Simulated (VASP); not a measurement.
# Ga2O3 (P-3m1) in VASP: single point with r2SCAN0

Aim: the single point of Ga2O3 with r2SCAN0.

Everything below comes from runs of VASP 6.6.1. Logs are shortened: lines on timing, memory, paths and dates and some standing lists are left out, and cuts for length are marked.

### Step 1. The cell of the first run

Symmetry: P-3m1, No. 164, trigonal system. Conventional cell: a = 2.991 Å, b = 2.991 Å, c = 6.846 Å, α = 90.00°, β = 90.00°, γ = 120.00°. Ga (site symmetry 3m) has 6 O at 1.87 to 2.22 Å within 2.5 Å. Within 3.0 Å of O (site symmetry -3m) lie 6 Ga at 2.22 Å and 12 O at 2.73 to 2.99 Å. O (site symmetry 3m) has 3 Ga at 1.87 Å within 2.5 Å.

### Step 2. Single point, r2SCAN0

POSCAR reads:

```
Ga2O3
1.0
    2.9909457806      0.0000000000      0.0000000000
   -1.4954728903      2.5902350273      0.0000000000
    0.0000000000      0.0000000000      6.8458074855
Ga O
2 3
Direct
    0.3333333333      0.6666666667      0.2039192948
    0.6666666667      0.3333333333      0.7960807052
    0.0000000000      0.0000000000      0.0000000000
    0.3333333333      0.6666666667      0.6915990720
    0.6666666667      0.3333333333      0.3084009280
```

INCAR.step1 reads:

```
SYSTEM = Ga2O3
  ALGO = Normal
  EDIFF = 1E-5
  ENCUT = 520
  GGA = PE
  ISIF = 2
  ISMEAR = 0
  LASPH = .TRUE.
  LCHARG = .FALSE.
  LREAL = .FALSE.
  LWAVE = .TRUE.
  NBANDS = 30
  NELM = 80
  PREC = Accurate
  SIGMA = 0.01
```

INCAR.step2 reads:

```
SYSTEM = Ga2O3
  AEXX = 0.25
  ALGO = Normal
  EDIFF = 1E-6
  ENCUT = 520
  ISIF = 2
  ISMEAR = 0
  ISTART = 1
  LASPH = .TRUE.
  LCHARG = .FALSE.
  LHFCALC = .TRUE.
  LMIXTAU = .TRUE.
  LREAL = .FALSE.
  LWAVE = .FALSE.
  METAGGA = R2SCAN
  NBANDS = 30
  NELM = 80
  PREC = Accurate
  PRECFOCK = Fast
  SIGMA = 0.01
```

KPOINTS reads:

```
k-points
0
G
  6 6 2
  0 0 0
```

Potentials or basis: VASP PAW PBE potentials, release 64 (Ga_d, O).

The run is started by

```bash
$ cat potpaw_PBE.64/Ga_d/POTCAR potpaw_PBE.64/O/POTCAR > POTCAR
$ cp INCAR.step1 INCAR
$ mpirun -np 1 vasp_std > vasp.out
$ cp INCAR.step2 INCAR
$ mpirun -np 1 vasp_std > vasp.out
```

OUTCAR:

```text
SYSTEM = Ga2O3
   AEXX = 0.25
   EDIFF = 1E-6
   ENCUT = 520
   ISIF = 2
   ISMEAR = 0
   ISTART = 1
   LASPH = .TRUE.
   LHFCALC = .TRUE.
   LREAL = .FALSE.
   METAGGA = R2SCAN
   NELM = 80
   PREC = Accurate
   PRECFOCK = Fast

 ion  position               nearest neighbor table
   1  0.333  0.667  0.204-   5 1.87   5 1.87   5 1.87   3 2.22   3 2.22   3 2.22
   2  0.667  0.333  0.796-   4 1.87   4 1.87   4 1.87   3 2.22   3 2.22   3 2.22
   3  0.000  0.000  0.000-   1 2.22   2 2.22   1 2.22   2 2.22   2 2.22   1 2.22
   4  0.333  0.667  0.692-   2 1.87   2 1.87   2 1.87
   5  0.667  0.333  0.308-   1 1.87   1 1.87   1 1.87

  LATTYP: Found a hexagonal cell.
 ALAT       =     2.9909457806
 C/A-ratio  =     2.2888437263

  Lattice vectors:

 A1 = (   2.9909457806,   0.0000000000,   0.0000000000)
 A2 = (  -1.4954728903,   2.5902350273,   0.0000000000)
 A3 = (   0.0000000000,   0.0000000000,   6.8458074855)

Analysis of symmetry for initial positions (statically):
=====================================================================
 Subroutine PRICEL returns:
 Original cell was already a primitive cell.

 Routine SETGRP: Setting up the symmetry group for a
 hexagonal supercell.

 Subroutine GETGRP returns: Found 12 space group operations
 (whereof 12 operations were pure point group operations)
 out of a pool of 24 trial point group operations.

The static configuration has the point symmetry D_3d.

Analysis of symmetry for dynamics (positions and initial velocities):
=====================================================================
 Subroutine PRICEL returns:
 Original cell was already a primitive cell.

 Routine SETGRP: Setting up the symmetry group for a
 hexagonal supercell.

 Subroutine GETGRP returns: Found 12 space group operations
 (whereof 12 operations were pure point group operations)
 out of a pool of 24 trial point group operations.

The dynamic configuration has the point symmetry D_3d.

 Subroutine INISYM returns: Found 12 space group operations
 (whereof 12 operations are pure point group operations),
 and found     1 'primitive' translations

----------------------------------------------------------------------------------------

                                     Primitive cell

  volume of cell :      53.0362

  direct lattice vectors                    reciprocal lattice vectors
     2.990945781  0.000000000  0.000000000     0.334342403  0.193032676  0.000000000
    -1.495472890  2.590235027  0.000000000     0.000000000  0.386065353  0.000000000
     0.000000000  0.000000000  6.845807485     0.000000000  0.000000000  0.146074806

  length of vectors
     2.990945781  2.990945781  6.845807485     0.386065353  0.386065353  0.146074806

  position of ions in fractional coordinates (direct lattice)
     0.333333333  0.666666667  0.203919295
     0.666666667  0.333333333  0.796080705
     0.000000000  0.000000000  0.000000000
     0.333333333  0.666666667  0.691599072
     0.666666667  0.333333333  0.308400928

  ion indices of the primitive-cell ions
   primitive index   ion index
                 1           1
                 2           2
                 3           3
                 4           4
                 5           5

----------------------------------------------------------------------------------------

 KPOINTS: k-points

Automatic generation of k-mesh.
 Grid dimensions read from file:
 generate k-points for:    6    6    2

 Generating k-lattice:

  Cartesian coordinates                     Fractional coordinates (reciprocal lattice)
     0.055723734  0.032172113  0.000000000     0.166666667 -0.000000000  0.000000000
     0.000000000  0.064344225  0.000000000     0.000000000  0.166666667  0.000000000
     0.000000000  0.000000000  0.073037403     0.000000000  0.000000000  0.500000000

  Length of vectors
     0.064344225  0.064344225  0.073037403

  Shift w.r.t. Gamma in fractional coordinates (k-lattice)
     0.000000000  0.000000000  0.000000000

 Subroutine IBZKPT returns following result:
 ===========================================

 Found     14 irreducible k-points:

 Following reciprocal coordinates:
            Coordinates               Weight
  0.000000  0.000000  0.000000      1.000000
  0.166667  0.000000  0.000000      6.000000
  0.333333  0.000000  0.000000      6.000000
  0.500000  0.000000  0.000000      3.000000
  0.166667  0.166667  0.000000      6.000000
  0.333333  0.166667  0.000000     12.000000
  0.333333  0.333333  0.000000      2.000000
  0.000000  0.000000  0.500000      1.000000
  0.166667  0.000000  0.500000      6.000000
  0.333333  0.000000  0.500000      6.000000
  0.500000  0.000000  0.500000      3.000000
  0.166667  0.166667  0.500000      6.000000
  0.333333  0.166667  0.500000     12.000000
  0.333333  0.333333  0.500000      2.000000
   k-points           NKPTS =     14   k-points in BZ     NKDIM =     72   number of bands    NBANDS=     30
   number of dos      NEDOS =    301   number of ions     NIONS =      5
   total plane-waves  NPLWV =  31104
   dimension x,y,z NGX =    24 NGY =   24 NGZ =   54
   dimension x,y,z NGXF=    48 NGYF=   48 NGZF=  108
   ions per type =               2   3
   NGX,Y,Z   is equivalent  to a cutoff of  13.34, 13.34, 13.11 a.u.
   NGXF,Y,Z  is equivalent  to a cutoff of  26.68, 26.68, 26.23 a.u.
 SYSTEM =  Ga2O3
   PREC   = accura    normal or accurate (medium, high low for compatibility)
   ISTART =      1    job   : 0-new  1-cont  2-samecut
   ICHARG =      0    charge: 1-file 2-atom 10-const
   ISPIN  =      1    spin polarized calculation?
   LNONCOLLINEAR =      F non collinear calculations
   LSORBIT =      F    spin-orbit coupling
   LASPH  =      T    aspherical Exc in radial PAW
   ENCUT  =  520.0 eV  38.22 Ry    6.18 a.u.   5.56  5.56 12.73*2*pi/ulx,y,z
   NELM   =     80;   NELMIN=  2; NELMDL=  0     # of ELM steps
   EDIFF  = 0.1E-05   stopping-criterion for ELM
   LREAL  =      F    real-space projection
   EDIFFG = 0.1E-04   stopping-criterion for IOM
   NSW    =      0    number of steps for IOM
   IBRION =     -1    ionic relax: 0-MD 1-quasi-New 2-CG
   NFREE  =      0    steps in history (QN), initial steepest desc. (CG)
   ISIF   =      2    stress and relaxation
   ISYM   =      3    0-nonsym 1-usesym 2-fastsym
   POTIM  = 0.5000    time-step for ionic-motion
   TEBEG  =    0.0;   TEEND  =   0.0 temperature during run
   PSTRESS=    0.0 pullay stress
   NELECT =      44.0000    total number of electrons
   NUPDOWN=      -1.0000    fix difference up-down
   EMIN   =  10.00;   EMAX   =-10.00  energy-range for DOS
   EFERMI =   0.00;   METHOD = LEGACY
   ISMEAR =     0;   SIGMA  =   0.01  broadening in eV -4-tet -1-fermi 0-gaus
   EFERMI_NEDOS =   21; number of points for ismear=-14 and -15
   IALGO  =     38    algorithm
   IMIX   =      1    mixing-type and parameters
     AMIX     =   0.40;   BMIX     =  1.00
     AMIX_MAG =   1.60;   BMIX_MAG =  1.00
  volume/ion in A,a.u.               =      10.61        71.58
  Fermi-wavevector in a.u.,A,eV,Ry     =   1.538278  2.906925 32.195469  2.366300
  Thomas-Fermi vector in A             =   2.644669
   LORBIT       =      0    0 simple, 1 ext, 2 COOP (PROOUT), +10 PAW based schemes
   METAGGA = R2SCAN    functional components
   LHFCALC =     T    Hartree Fock is set to
   PRECFOCK=fast      Normal, Fast or Accurate (Low or Medium for compatibility)
   ENCUT4O =  -1.0   cutoff for four orbital integrals eV
   NKREDX  =     1    reduce k-point grid by
   NKREDY  =     1    reduce k-point grid by
   NKREDZ  =     1    reduce k-point grid by
   AEXX    =    0.2500 exact exchange contribution
   HFSCREEN=    0.0000 screening length (either q_TF or 0.3 A-1)
   HFSCREENC=   0.0000 screening length for correlation (either q_TF or 0.3 A-1)
   ENCUTFOCK=  -1.0 apply spherical cutoff to Coloumb kernel
   IVDW    =     0    specifies the selected vdW correction
   LEPSILON=     F    determine dielectric tensor
   LRPA    =     F    only Hartree local field effects (RPA)
 non-spin polarized calculation
 Gauss-broadening in eV      SIGMA  =   0.01
  energy-cutoff  :      520.00
  volume of cell :       53.04
 maximum number of plane-waves:      1442
 NGX is ok and might be reduce to    24
  NGX = 14; NGY = 14; NGZ = 32

 number of electron      44.0000036 magnetization

 Free energy of the ion-electron system (eV)
  ---------------------------------------------------
  ext. energy  EPLUGINS =         0.00000000
  ---------------------------------------------------
  free energy    TOTEN  =       -55.26732577 eV

  energy without entropy =      -55.26732577  energy(sigma->0) =      -55.26732577

 E-fermi :   1.8148     XC(G=0):  -9.5925

 val. band max:        1.7455611895   @ k =   0.0000   0.0000   0.0000
 cond. band min:       7.0894357225   @ k =   0.0000   0.0000   0.0000
 fundamental gap:      5.3438745330
 Fermi energy:         1.8147703650

 k-point     1 :       0.0000    0.0000    0.0000
  band No.  band energies     occupation
      1     -19.5109      2.00000
      2     -18.6093      2.00000
      3     -17.3631      2.00000
      4     -13.4535      2.00000
      5     -13.4535      2.00000
      6     -13.4055      2.00000
[... 22 lines left out ...]
     29      17.7391      0.00000
     30      19.6061      0.00000

 k-point     2 :       0.1667    0.0000    0.0000
  band No.  band energies     occupation
      1     -19.1959      2.00000
      2     -18.4477      2.00000
      3     -17.4139      2.00000
      4     -13.3952      2.00000
      5     -13.3859      2.00000
      6     -13.3527      2.00000
[... 22 lines left out ...]
     29      18.0119      0.00000
     30      18.4463      0.00000

 k-point     3 :       0.3333    0.0000    0.0000
  band No.  band energies     occupation
      1     -18.4845      2.00000
      2     -18.1503      2.00000
      3     -17.4920      2.00000
      4     -13.3258      2.00000
      5     -13.2893      2.00000
      6     -13.2721      2.00000
[... 352 lines left out ...]
     29      17.9823      0.00000
     30      18.3466      0.00000

 k-point    14 :       0.3333    0.3333    0.5000
  band No.  band energies     occupation
      1     -17.9891      2.00000
      2     -17.9891      2.00000
      3     -17.3910      2.00000
      4     -13.3473      2.00000
      5     -13.1755      2.00000
      6     -13.1755      2.00000
[... 22 lines left out ...]
     29      17.7250      0.00000
     30      17.7250      0.00000

------------------------ aborting loop because EDIFF is reached ----------------------------------------

  FORCE on cell =-STRESS in cart. coord.  units (eV):
  Direction    XX          YY          ZZ          XY          YZ          ZX
  --------------------------------------------------------------------------------------
  -------------------------------------------------------------------------------------
  Total       -1.1683096     -1.1683096     -1.0792260      0.0000000      0.0000000      0.0000000
  in kB      -35.2936134    -35.2936134    -32.6024770      0.0000000      0.0000000      0.0000000
  external PRESSURE =     -34.3965679 kB  Pullay stress =       0.0000000 kB

 VOLUME and BASIS-vectors are now :
 -----------------------------------------------------------------------------
  energy-cutoff  :      520.00
  volume of cell :       53.04
      direct lattice vectors                 reciprocal lattice vectors
     2.990945781  0.000000000  0.000000000     0.334342403  0.193032676  0.000000000
    -1.495472890  2.590235027  0.000000000     0.000000000  0.386065353  0.000000000
     0.000000000  0.000000000  6.845807485     0.000000000  0.000000000  0.146074806

 POSITION                                       TOTAL-FORCE (eV/Angst)
 -----------------------------------------------------------------------------------
     -0.00000      1.72682      1.39599        -0.000000      0.000000      0.210515
      1.49547      0.86341      5.44982         0.000000      0.000000     -0.210515
      0.00000      0.00000      0.00000         0.000000      0.000000     -0.000000
     -0.00000      1.72682      4.73455         0.000000     -0.000000      0.367762
      1.49547      0.86341      2.11125        -0.000000      0.000000     -0.367762
 -----------------------------------------------------------------------------------
    total drift:                               -0.000000     -0.000000      0.000000

  FREE ENERGIE OF THE ION-ELECTRON SYSTEM (eV)
  ---------------------------------------------------
  free  energy   TOTEN  =       -55.2673257692 eV

  energy  without entropy=      -55.2673257692  energy(sigma->0) =      -55.26732577
```

Run time: 54 min. Hardware: 1 thread of Oxide Virtual Turin-like, shared host; peak memory 0.16 GiB.

What came out:

```yaml
Free_energy: -55.2673 eV
Pressure: -3.4 GPa
Largest_force: 0.368 eV/Å
Band_gap_on_the_k_mesh: 5.34 eV
```

Forces in eV/Å, atoms in the order of the input:
```
Ga   0.000  0.000  0.211
Ga   0.000  0.000 -0.211
O    0.000  0.000  0.000
O    0.000  0.000  0.368
O    0.000  0.000 -0.368
```

Levels at points of the mesh, in eV from the valence-band top:
```csv
k point,band 18,band 19,band 20,band 21,band 22,band 23,band 24,band 25,band 26,band 27
"(0.00, 0.00, 0.00)",-1.05,-1.05,-0.91,-0.91,0.00,5.34,8.88,9.59,15.00,15.98
"(0.50, 0.00, 0.00)",-2.21,-1.99,-1.68,-0.77,-0.75,7.49,11.09,11.30,13.49,14.88
"(0.00, 0.00, 0.50)",-1.10,-0.98,-0.98,-0.95,-0.95,6.31,8.07,9.64,14.61,15.83
"(0.50, 0.00, 0.50)",-2.37,-2.29,-2.03,-0.69,-0.32,7.74,10.64,10.89,13.86,15.26
```

Caveat: the k points lie up to 0.46 Å⁻¹ apart; the PAW data sets were made with another functional, which shifts forces and pressure a little.
